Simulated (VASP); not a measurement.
Runs of VASP 6.6.1 on BaZrO3. The structure is that of space group Pm-3m (No. 221), or close to it. The cells are those of the table. 

```tsv
task	potentials or basis	cell	k mesh	cutoff (eV)	smearing	k mesh for the DOS	occupations for the DOS	second run	gap on the mesh (eV)	pressure (GPa)	relaxed volume (Å³/atom)
single point	VASP PAW PBE potentials, release 64 (Ba_sv, Zr_sv, O)	a = 4.227 Å, 5 atoms	6 × 6 × 6	520	gaussian 0.02 eV	-	-	-	3.13	(a)	-
relaxation of cell and atoms	VASP PAW PBE potentials, release 64 (Ba_sv, Zr_sv, O)	relaxed from a = 4.181 Å, 5 atoms	4 × 4 × 4	600	gaussian 0.1 eV	-	-	-	(c)	0.0	15.20
single point	VASP PAW PBE potentials, release 64 (Ba_sv, Zr_sv, O)	a = 4.227 Å, 5 atoms	4 × 4 × 4	520	gaussian 0.1 eV	-	-	-	3.13	1.0	-
relaxation of cell and atoms	VASP PAW PBE potentials, release 64 (Ba_sv, Zr_sv, O)	relaxed from a = 4.227 Å, 5 atoms	6 × 6 × 6	600	gaussian 0.02 eV	-	-	-	3.12	0.0	15.19
single point	VASP PAW PBE potentials, release 64 (Ba_sv, Zr_sv, O_h)	a = 4.227 Å, 5 atoms	6 × 6 × 6	910	gaussian 0.02 eV	-	-	hard_potentials	(b)	0.7	-
```

Alike in all rows: level PBE; no spin polarisation.

Estimate the missing entries.

(a) 0.9; (b) 3.14; (c) 3.11.

Caveats: spin-orbit coupling is left out, which moves the levels of the heavy elements; the cutoff is under 1.25 times the usual one of these potentials, so pressure, stress and relaxed cells hold a basis-set (Pulay) error (some runs).

A k mesh can miss the band edges, and the runs leave out spin-orbit coupling on Ba, Zr.
